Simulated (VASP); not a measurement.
Input of a VASP 6.6.1 run:

INCAR

```
SYSTEM = MoS2
PREC     = Accurate       ! precision mode
ENCUT    = 520            ! plane-wave cutoff, eV
EDIFF    = 1E-6           ! SCF threshold, eV
ISMEAR   = 1              ! smearing method
SIGMA    = 0.2            ! smearing width, eV
LREAL    = .False.        ! projectors in reciprocal space
LASPH    = .True.         ! aspherical terms in the spheres
NELM     = 60             ! most SCF steps
ALGO     = Normal         ! electronic algorithm
ISIF     = 2              ! what is computed and relaxed
LWAVE    = .False.        ! write WAVECAR
LCHARG   = .False.        ! write CHGCAR
GGA      = PS             ! functional
NBANDS   = 35             ! bands
```

Contents of KPOINTS:

```
Automatic mesh
0
Gamma
  12 12 2
  0 0 0
```

POSCAR

```
MoS2
1.0
    3.2045000000      0.0000000000      0.0000000000
   -1.6022500000      2.7751784064      0.0000000000
    0.0000000000      0.0000000000     11.9418000000
Mo S
2 4
Direct
    0.3333333333      0.6666666667      0.2500000000
    0.6666666667      0.3333333333      0.7500000000
    0.3333333333      0.6666666667      0.6259932117
    0.6666666667      0.3333333333      0.1259932117
    0.3333333333      0.6666666667      0.8740067883
    0.6666666667      0.3333333333      0.3740067883
```

Potentials or basis: VASP PAW PBE potentials, release 64 (Mo_sv, S).

Command:

```sh
$ cat potpaw_PBE.64/Mo_sv/POTCAR potpaw_PBE.64/S/POTCAR > POTCAR
$ mpirun -np 1 vasp_std > vasp.out
```

Task: Predict the largest force.

Result: 1.131 eV/Å.

Task: Estimate the pressure.

Result: 2.6 GPa.

Stress tensor (GPa, compression positive):
```
-1.59  0.00  0.00
 0.00 -1.59  0.00
 0.00  0.00 11.06
```

Caveat: the PAW data sets were made with another functional, which shifts forces and pressure a little; this functional lacks dispersion, which binds the layers, so the pressure and a relaxed spacing across them are unreliable.
